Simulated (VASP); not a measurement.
Wanted: the native input for a VASP 6.6.1 run.

| Property | Result |
| --- | --- |
| Task | single point |
| Functional | PBE |
| Potentials or basis | VASP PAW PBE potentials, release 64 (Al, N, Si) |
| Cutoff | 520 eV |
| k mesh | 1 × 1 × 1, shifted |
| Occupations | fermi-dirac, width 0.1379 eV |
| Spin | no spin polarisation |
| Dipole correction | no |
| Mended | yes |
| Further INCAR settings | ALGO = Normal; EDIFF = 1e-06; NBANDS = 41; ISYM = -1 |

The structure of Al3Si8N3 lies in POSCAR:

```
Al3Si8N3
1.0
    5.7732050000     -0.0648510000     -0.2515370000
   -0.0648510000      5.9471390000      0.0684970000
   -0.2515370000      0.0684970000      6.5273540000
Al N Si
3 3 8
Direct
    0.4852439895      0.6739199142      0.0701512933
    0.2964301417     -0.0897363679      0.3614675748
   -0.0199869269     -0.2797597300      0.7710677635
    0.8940363965      0.3650773504      0.0505482819
    0.3566672041      0.3525151725      0.0667254705
    0.1464892167      0.8723506055      0.0857506822
    1.0185010978      0.1470005452      0.6136055459
    0.9022878930      0.5298682865      0.2738940468
    0.6188667173      0.9549539257      0.7454836061
    0.1150185146      0.1707995518      0.9768659943
    0.8064572895      0.9118170217      0.3628770734
    0.2370935452      0.5591986615      0.5452003014
    0.6409221792      0.2052056675      0.0297504425
    0.4837119589      0.2530386299      0.4074966775
```

These files were run (other wordings do the same):

INCAR

```
PREC = Accurate ; ENCUT = 520
EDIFF = 1E-6 ; ISMEAR = -1
SIGMA = 0.1379 ; LREAL = False
LASPH = True ; NELM = 120
ALGO = Normal ; ISIF = 2
LWAVE = False ; LCHARG = False
GGA = PE ; NBANDS = 41
ISYM = -1 ; GGA_COMPAT = False
```

KPOINTS

```
explicit points
1
Reciprocal
  0.25000000   0.25000000   0.25000000 1
```

Potentials or basis: VASP PAW PBE potentials, release 64 (Al, N, Si).

The run is started by

```console
$ cat potpaw_PBE.64/Al/POTCAR potpaw_PBE.64/N/POTCAR potpaw_PBE.64/Si/POTCAR > POTCAR
$ mpirun -np 1 vasp_std > vasp.out
```

Results of the run:

```
Pressure      : -4.4 GPa
Largest force : 2.114 eV/Å
```

Caveat: the atoms stand as in a frame of molecular dynamics.

Run time: 56 s on 1 thread of AMD EPYC 7R43 64-Core Processor (Zen 3), on a shared host, peak memory 0.29 GiB.
